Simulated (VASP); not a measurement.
# Ti (P6_3/mmc) in VASP: further runs

Ti is run at these levels: BLYP; tasks: single point, relaxation of cell and atoms.

All numbers are computed with VASP 6.6.1; they aren't measurements. Logs are shortened: lines on timing, memory, paths and dates and some standing lists are left out, and cuts for length are marked.

**1. The cell of the first run**

Symmetry: P6_3/mmc, No. 194, hexagonal system. Conventional cell: a = 2.961 Å, b = 2.961 Å, c = 4.688 Å, α = 90.00°, β = 90.00°, γ = 120.00°. Ti (site symmetry -6m2) has 12 Ti at 2.90 to 2.96 Å within 3.8 Å.

**2. Single point, BLYP, collinear spin**

Input file INCAR:

```
SYSTEM = Ti
AGGAC = 1.0
AGGAX = 1.0
ALDAC = 0.0
ALDAX = 1.0
ALGO = Normal
EDIFF = 1E-7
ENCUT = 520
GGA = B5
ISIF = 2
ISMEAR = -1
ISPIN = 2
LASPH = .True.
LCHARG = .False.
LMAXMIX = 4
LORBIT = 11
LREAL = .False.
LWAVE = .False.
MAGMOM = 1 1
NBANDS = 23
NELM = 150
PREC = Accurate
SIGMA = 0.05
```

Input file KPOINTS:

```
k-points
0
Gamma
  12 12 7
  0 0 0
```

Input file POSCAR:

```
Ti
1.0
    2.9609664028      0.0000000000      0.0000000000
   -1.4804832014      2.5642721246      0.0000000000
    0.0000000000      0.0000000000      4.6877870550
Ti
2
Direct
    0.3333333333      0.6666666667      0.2500000000
    0.6666666667      0.3333333333      0.7500000000
```

Potentials or basis: VASP PAW PBE potentials, release 64 (Ti_sv).

On the command line:

```bash
$ cat potpaw_PBE.64/Ti_sv/POTCAR > POTCAR
$ mpirun -np 1 vasp_std > vasp.out
```

OUTCAR:

```text
SYSTEM = Ti
   EDIFF = 1E-7
   ENCUT = 520
   GGA = B5
   ISIF = 2
   ISMEAR = -1
   ISPIN = 2
   LASPH = .True.
   LORBIT = 11
   LREAL = .False.
   NELM = 150
   PREC = Accurate

 ion  position               nearest neighbor table
   1  0.333  0.667  0.250-   2 2.90   2 2.90   2 2.90   2 2.90   2 2.90   2 2.90
   2  0.667  0.333  0.750-   1 2.90   1 2.90   1 2.90   1 2.90   1 2.90   1 2.90

  LATTYP: Found a hexagonal cell.
 ALAT       =     2.9609664028
 C/A-ratio  =     1.5831949497

  Lattice vectors:

 A1 = (   2.9609664028,   0.0000000000,   0.0000000000)
 A2 = (  -1.4804832014,   2.5642721246,   0.0000000000)
 A3 = (   0.0000000000,   0.0000000000,   4.6877870550)

Analysis of symmetry for initial positions (statically):
=====================================================================
 Subroutine PRICEL returns:
 Original cell was already a primitive cell.

 Routine SETGRP: Setting up the symmetry group for a
 hexagonal supercell.

 Subroutine GETGRP returns: Found 24 space group operations
 (whereof 12 operations were pure point group operations)
 out of a pool of 24 trial point group operations.

The static configuration has the point symmetry D_3d.
 The point group associated with its full space group is D_6h.

Analysis of symmetry for dynamics (positions and initial velocities):
=====================================================================
 Subroutine PRICEL returns:
 Original cell was already a primitive cell.

 Routine SETGRP: Setting up the symmetry group for a
 hexagonal supercell.

 Subroutine GETGRP returns: Found 24 space group operations
 (whereof 12 operations were pure point group operations)
 out of a pool of 24 trial point group operations.

The dynamic configuration has the point symmetry D_3d.
 The point group associated with its full space group is D_6h.

Analysis of structural, dynamic, and magnetic symmetry:
=====================================================================
 Subroutine PRICEL returns:
 Original cell was already a primitive cell.

 Routine SETGRP: Setting up the symmetry group for a
 hexagonal supercell.

 Subroutine GETGRP returns: Found 24 space group operations
 (whereof 12 operations were pure point group operations)
 out of a pool of 24 trial point group operations.

The overall configuration has the point symmetry D_3d.
 The point group associated with its full space group is D_6h.

 Subroutine INISYM returns: Found 24 space group operations
 (whereof 12 operations are pure point group operations),
 and found     1 'primitive' translations

----------------------------------------------------------------------------------------

                                     Primitive cell
[... 112 lines left out ...]
  volume/ion in A,a.u.               =      17.80       120.10
  Fermi-wavevector in a.u.,A,eV,Ry     =   1.435567  2.712828 28.039596  2.060852
  Thomas-Fermi vector in A             =   2.554851
   LORBIT       =     11    0 simple, 1 ext, 2 COOP (PROOUT), +10 PAW based schemes
   GGA     = B5    functional components
   LHFCALC =     F    Hartree Fock is set to
   AEXX    =    0.0000 exact exchange contribution
   IVDW    =     0    specifies the selected vdW correction
   LEPSILON=     F    determine dielectric tensor
   LRPA    =     F    only Hartree local field effects (RPA)
 spin polarized calculation
  energy-cutoff  :      520.00
  volume of cell :       35.59
 maximum number of plane-waves:       979
 NGX is ok and might be reduce to    24
   NGX = 11   NGY = 11   NGZ = 17

 number of electron      24.0000004 magnetization       0.0000777

 number of electron      24.0000004 magnetization      -0.0000381

 Free energy of the ion-electron system (eV)
  ---------------------------------------------------
  ext. energy  EPLUGINS =         0.00000000
  ---------------------------------------------------
  free energy    TOTEN  =       -13.54815028 eV

  energy without entropy =      -13.52868732  energy(sigma->0) =      -13.53841880

 E-fermi :   8.5275     XC(G=0): -10.8498

 val. band max:        8.5226883420   @ k =   0.0000   0.0000   0.4286
 cond. band min:       8.5383798993   @ k =   0.0833   0.0833   0.0000
 fundamental gap:      0.0156915573
 Fermi energy:         8.5274624588

 spin component 1

 k-point     1 :       0.0000    0.0000    0.0000
  band No.  band energies     occupation
      1     -48.1458      1.00000
      2     -48.0189      1.00000
      3     -24.8753      1.00000
      4     -24.2791      1.00000
      5     -24.2791      1.00000
      6     -24.2166      1.00000
[... 613 lines left out ...]
     22      18.0574      0.00000
     23      21.4676      0.00000

 [... further k-points ...]

 spin component 2

 k-point     1 :       0.0000    0.0000    0.0000
  band No.  band energies     occupation
      1     -48.1458      1.00000
      2     -48.0189      1.00000
      3     -24.8753      1.00000
      4     -24.2791      1.00000
      5     -24.2791      1.00000
      6     -24.2166      1.00000
[... 613 lines left out ...]
     22      18.0574      0.00000
     23      21.4675      0.00000

 [... further k-points ...]
[... 5 lines left out ...]
  --------------------------------------------------------------------------------------
  -------------------------------------------------------------------------------------
  Total       -0.0065124     -0.0065124     -0.0109593      0.0000000      0.0000000      0.0000000
  in kB       -0.2931458     -0.2931458     -0.4933202      0.0000000      0.0000000      0.0000000
  external PRESSURE =      -0.3598706 kB  Pullay stress =       0.0000000 kB

 VOLUME and BASIS-vectors are now :
 -----------------------------------------------------------------------------
  energy-cutoff  :      520.00
  volume of cell :       35.59
      direct lattice vectors                 reciprocal lattice vectors
     2.960966403  0.000000000  0.000000000     0.337727574  0.194987106  0.000000000
    -1.480483201  2.564272125  0.000000000     0.000000000  0.389974212  0.000000000
     0.000000000  0.000000000  4.687787055     0.000000000  0.000000000  0.213320270

 POSITION                                       TOTAL-FORCE (eV/Angst)
 -----------------------------------------------------------------------------------
     -0.00000      1.70951      1.17195         0.000000     -0.000000      0.000000
      1.48048      0.85476      3.51584        -0.000000      0.000000      0.000000
 -----------------------------------------------------------------------------------
    total drift:                               -0.000000      0.000000     -0.000000

  FREE ENERGIE OF THE ION-ELECTRON SYSTEM (eV)
  ---------------------------------------------------
  free  energy   TOTEN  =       -13.5481502849 eV

  energy  without entropy=      -13.5286873235  energy(sigma->0) =      -13.53841880

 total charge

# of ion       s       p       d       tot
------------------------------------------
    1        2.247   6.110   1.923  10.279
    2        2.247   6.110   1.923  10.279
--------------------------------------------------
tot          4.493  12.219   3.846  20.559

 magnetization (x)

# of ion       s       p       d       tot
------------------------------------------
    1        0.000   0.000  -0.000  -0.000
    2        0.000   0.000  -0.000  -0.000
--------------------------------------------------
tot          0.000   0.000  -0.000  -0.000
```

Run time: 50 s. Hardware: 1 thread of Intel Xeon 6975P-C (Granite Rapids), shared host; peak memory 0.22 GiB.

Results:

```
Free energy                                           : -13.5482 eV
Pressure                                              : 0.0 GPa
Band gap on the k mesh                                : zero (filled and empty bands overlap)
Net moment                                            : 0.00 μB per cell
Valence electrons inside the program's atomic spheres : Ti 10.28
```

Caveat: the PAW data sets were made with another functional, which shifts forces and pressure a little.

**3. Relaxation of cell and atoms, BLYP, collinear spin**

This run uses another cell than the first one, of 17.66 Å³/atom.

Input file INCAR:

```
PREC = Accurate
ENCUT = 600
EDIFF = 1E-6
ISMEAR = -1
SIGMA = 0.05
LREAL = False
LASPH = True
NELM = 150
ALGO = Normal
ISIF = 3
LWAVE = False
LCHARG = False
ISPIN = 2
MAGMOM = 1 1
LORBIT = 11
LMAXMIX = 4
GGA = B5
ALDAX = 1.0
AGGAX = 1.0
AGGAC = 1.0
ALDAC = 0.0
IBRION = 2
NSW = 80
EDIFFG = -0.01
```

Input file KPOINTS:

```
regular mesh
0
Gamma
  12 12 7
```

Input file POSCAR:

```
Ti
1.0
    2.9499978604      0.0000000000      0.0000000000
   -1.4749989302      2.5547730882      0.0000000000
    0.0000000000      0.0000000000      4.6860000000
Ti
2
Direct
    0.3333333333      0.6666666667      0.2500000000
    0.6666666667      0.3333333333      0.7500000000
```

Potentials or basis: VASP PAW PBE potentials, release 64 (Ti_sv).

On the command line:

```bash
$ cat potpaw_PBE.64/Ti_sv/POTCAR > POTCAR
$ mpirun -np 1 vasp_std > vasp.out
```

OUTCAR:

```text
PREC = Accurate
   ENCUT = 600
   EDIFF = 1E-6
   ISMEAR = -1
   LREAL = False
   LASPH = True
   NELM = 150
   ISIF = 3
   ISPIN = 2
   LORBIT = 11
   GGA = B5
   IBRION = 2
   NSW = 80
   EDIFFG = -0.01

 ion  position               nearest neighbor table
   1  0.333  0.667  0.250-   2 2.90   2 2.90   2 2.90   2 2.90   2 2.90   2 2.90
   2  0.667  0.333  0.750-   1 2.90   1 2.90   1 2.90   1 2.90   1 2.90   1 2.90

  LATTYP: Found a hexagonal cell.
 ALAT       =     2.9499978604
 C/A-ratio  =     1.5884757284

  Lattice vectors:

 A1 = (   2.9499978604,   0.0000000000,   0.0000000000)
 A2 = (  -1.4749989302,   2.5547730882,   0.0000000000)
 A3 = (   0.0000000000,   0.0000000000,   4.6860000000)

Analysis of symmetry for initial positions (statically):
=====================================================================
 Subroutine PRICEL returns:
 Original cell was already a primitive cell.

[... 467 lines left out ...]
 fundamental gap:      0.0110217434
 Fermi energy:         8.5305598464

 spin component 1

 k-point     1 :       0.0000    0.0000    0.0000
  band No.  band energies     occupation
      1     -48.1414      1.00000
      2     -48.0148      1.00000
      3     -24.8706      1.00000
      4     -24.2740      1.00000
      5     -24.2740      1.00000
      6     -24.2128      1.00000
[... 459 lines left out ...]
      6     -24.3681      1.00000
[... 9 lines left out ...]
     16      10.9805      0.00000
     17      11.0285      0.00000

 [... further k-points ...]

 spin component 2

 k-point     1 :       0.0000    0.0000    0.0000
  band No.  band energies     occupation
      1     -48.1414      1.00000
      2     -48.0148      1.00000
      3     -24.8706      1.00000
      4     -24.2740      1.00000
      5     -24.2740      1.00000
      6     -24.2128      1.00000
[... 500 lines left out ...]
  FREE ENERGIE OF THE ION-ELECTRON SYSTEM (eV)
  ---------------------------------------------------
  free  energy   TOTEN  =       -13.5473552769 eV

  energy  without entropy=      -13.5278986749  energy(sigma->0) =      -13.53762698

 reached required accuracy - stopping structural energy minimisation

 total charge

# of ion       s       p       d       tot
------------------------------------------
    1        2.247   6.110   1.923  10.280
    2        2.247   6.110   1.923  10.280
--------------------------------------------------
tot          4.493  12.220   3.847  20.560

 magnetization (x)

# of ion       s       p       d       tot
------------------------------------------
    1        0.000   0.000   0.000   0.000
    2        0.000   0.000   0.000   0.000
--------------------------------------------------
tot          0.000   0.000   0.000   0.000
```

CONTCAR:

```text
Ti
   1.00000000000000
     2.9594455864249589    0.0000000000000000    0.0000000000000000
    -1.4797227932124795    2.5629550589454548   -0.0000000000000000
    -0.0000000000000000    0.0000000000000000    4.6910920615702016
  Ti
     2
Direct
     0.3333333332999970    0.6666666667000030    0.2500000000000000
     0.6666666667000030    0.3333333332999970    0.7500000000000000

  0.00000000E+00  0.00000000E+00  0.00000000E+00
  0.00000000E+00  0.00000000E+00  0.00000000E+00
```

Wall time 3.1 min (1 thread of Intel Xeon 6975P-C (Granite Rapids), shared host); peak memory 0.23 GiB.

What came out:

```yaml
Free_energy: -13.5474 eV
Relaxed_volume: 17.79 Å³/atom
Relaxed_cell: a = 2.959 Å, b = 2.959 Å, c = 4.691 Å, α = 90.00°, β = 90.00°, γ = 120.00°
Space_group_after_relaxing_to_0.1_Å: P6_3/mmc (No. 194)
Energy_gained_by_relaxing: 0.4 meV/atom
Ionic_steps: 8
Pressure_after_relaxing: 0.0 GPa
Band_gap_on_the_k_mesh: zero (filled and empty bands overlap)
Net_moment: 0.00 μB per cell
Valence_electrons_inside_the_program's_atomic_spheres: Ti 10.28
```

Step by step:
```
step  energy change (eV)  largest force (eV/Å)  pressure (GPa)  volume (Å³)
   1              0.0000                0.0000            0.80        35.32
   2             -0.0005                0.0000           -0.56        35.77
   3             -0.0007                0.0000           -0.04        35.60
   4             -0.0007                0.0000           -0.04        35.59
   5             -0.0005                0.0000            0.39        35.46
   6             -0.0007                0.0000           -0.03        35.59
   7             -0.0007                0.0000            0.00        35.58
   8             -0.0008                0.0000            0.00        35.58
```

Final structure:
```xyz
2
Lattice="2.9594 0.0000 0.0000 -1.4797 2.5630 0.0000 0.0000 0.0000 4.6911" Properties=species:S:1:pos:R:3 pbc="T T T"
Ti    0.0000    1.7086    1.1728
Ti    1.4797    0.8543    3.5183
```

Caveat: the PAW data sets were made with another functional, which shifts forces and pressure a little. BLYP gives volumes clearly too large for solids.

**4. Single point, BLYP, collinear spin**

Input file INCAR:

```
SYSTEM = Ti
PREC = Accurate
ENCUT = 520
EDIFF = 1E-6
ISMEAR = -1
SIGMA = 0.05
LREAL = .FALSE.
LASPH = .TRUE.
NELM = 150
ALGO = Normal
ISIF = 2
LWAVE = .FALSE.
LCHARG = .FALSE.
ISPIN = 2
MAGMOM = 1 1
LORBIT = 11
LMAXMIX = 4
GGA = B5
ALDAX = 1.0
AGGAX = 1.0
AGGAC = 1.0
ALDAC = 0.0
NBANDS = 23
```

Input file KPOINTS:

```
regular mesh
0
G
  20 20 11
  0 0 0
```

Input file POSCAR:

```
Ti
1.0
    2.9609664028      0.0000000000      0.0000000000
   -1.4804832014      2.5642721246      0.0000000000
    0.0000000000      0.0000000000      4.6877870550
Ti
2
Direct
    0.3333333333      0.6666666667      0.2500000000
    0.6666666667      0.3333333333      0.7500000000
```

On the command line:

```bash
$ cat potpaw_PBE.64/Ti_sv/POTCAR > POTCAR
$ mpirun -np 1 vasp_std > vasp.out
```

It took 4.2 min on 1 thread of AMD EPYC 9R45 (Zen 5), shared host; peak memory 0.36 GiB.

The run converged. Its results:

```
Free energy                                           : -13.5490 eV
Pressure                                              : -0.1 GPa
Band gap on the k mesh                                : zero (filled and empty bands overlap)
Net moment                                            : 0.00 μB per cell
Valence electrons inside the program's atomic spheres : Ti 10.28
```

Stress tensor (GPa, compression positive):
```
-0.04  0.00  0.00
 0.00 -0.04  0.00
 0.00  0.00 -0.19
```

Levels at points of the mesh, in eV from the Fermi level:
Spin up:
| k point | band 8 | band 9 | band 10 | band 11 | band 12 | band 13 | band 14 | band 15 | band 16 | band 17 |
| --- | --- | --- | --- | --- | --- | --- | --- | --- | --- | --- |
| (0.00, 0.00, 0.00) | -32.71 | -5.95 | -2.59 | 0.70 | 0.70 | 0.80 | 0.92 | 1.17 | 1.17 | 1.51 |
| (0.50, 0.00, 0.00) | -32.78 | -2.25 | -2.07 | -1.76 | -0.52 | 0.43 | 0.61 | 1.11 | 3.14 | 3.36 |
Spin down:
| k point | band 10 | band 11 | band 12 | band 13 | band 14 | band 15 |
| --- | --- | --- | --- | --- | --- | --- |
| (0.00, 0.00, 0.00) | -2.59 | 0.70 | 0.70 | 0.80 | 0.92 | 1.17 |
| (0.50, 0.00, 0.00) | -2.07 | -1.76 | -0.52 | 0.43 | 0.61 | 1.11 |

Caveat: the PAW data sets were made with another functional, which shifts forces and pressure a little.

**5. Overview**

```tsv
task	cell	k mesh	cutoff (eV)	gap on the mesh (eV)	pressure (GPa)	moment (μB)
single point	a = 2.961, b = 2.961, c = 4.688 Å, angles 90.0, 90.0, 120.0°, 2 atoms	12 × 12 × 7	520	none	0.0	0.00
relaxation of cell and atoms	relaxed from a = 2.950, b = 2.950, c = 4.686 Å, angles 90.0, 90.0, 120.0°, 2 atoms	12 × 12 × 7	600	none	0.0	0.00
single point	a = 2.961, b = 2.961, c = 4.688 Å, angles 90.0, 90.0, 120.0°, 2 atoms	20 × 20 × 11	520	none	-0.1	0.00
```

Alike in all rows: level BLYP; potentials or basis VASP PAW PBE potentials, release 64 (Ti_sv); spin collinear; smearing fermi-dirac 0.05 eV.

Caveats: the PAW data sets were made with another functional, which shifts forces and pressure a little.

Total energies depend on the potentials used, so only differences within one code and one set of settings carry meaning.
